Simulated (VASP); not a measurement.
Wanted: the native input for a VASP 6.6.1 run.

```
Task                   : single point
Functional             : PBE
Potentials or basis    : VASP PAW PBE potentials, release 64 (In_d, P)
Cutoff                 : 520 eV
k mesh                 : 18 × 18 × 18
Occupations            : gaussian, width 0.15 eV
Spin                   : no spin polarisation
Dipole correction      : no
Further INCAR settings : ALGO = Normal; EDIFF = 1e-06; NBANDS = 16
```

The structure of InP lies in POSCAR:

```
InP
1.0
    0.0000000000      2.6870556022      2.7286080084
    2.6870556022      0.0000000000      2.7286080084
    2.6870556022      2.6870556022      0.0000000000
In P
1 1
Direct
    0.0000000000      0.0000000000      0.0000000000
    0.5000000000      0.5000000000      0.5000000000
```

This cell differs from its parent crystal: strain -0.030 along x and y, -0.015 along z.

One way to write it, as run:

INCAR

```
PREC = Accurate ; ENCUT = 520
EDIFF = 1E-6 ; ISMEAR = 0
SIGMA = 0.15 ; LREAL = False
LASPH = True ; NELM = 100
ALGO = Normal ; ISIF = 2
LWAVE = False ; LCHARG = False
GGA = PE ; NBANDS = 16
```

KPOINTS

```
Automatic mesh
0
Gamma
  18 18 18
```

Potentials or basis: VASP PAW PBE potentials, release 64 (In_d, P).

The run is started by

```sh
$ cat potpaw_PBE.64/In_d/POTCAR potpaw_PBE.64/P/POTCAR > POTCAR
$ mpirun -np 1 vasp_std > vasp.out
```

Results of the run:

```json
{
 "Pressure": "6.7 GPa",
 "Band gap on the k mesh": "zero (band 9 reaches 8.34 eV, above the bottom of band 10 at 5.52 eV)"
}
```

Caveat: the cell differs from its parent crystal (strain -0.030 along x and y, -0.015 along z); spin-orbit coupling is left out, which moves the levels of the heavy elements.

It took 100 s on 1 thread of Intel(R) Xeon(R) 6975P-C (Granite Rapids), with other jobs on the host, peak memory 0.39 GiB.
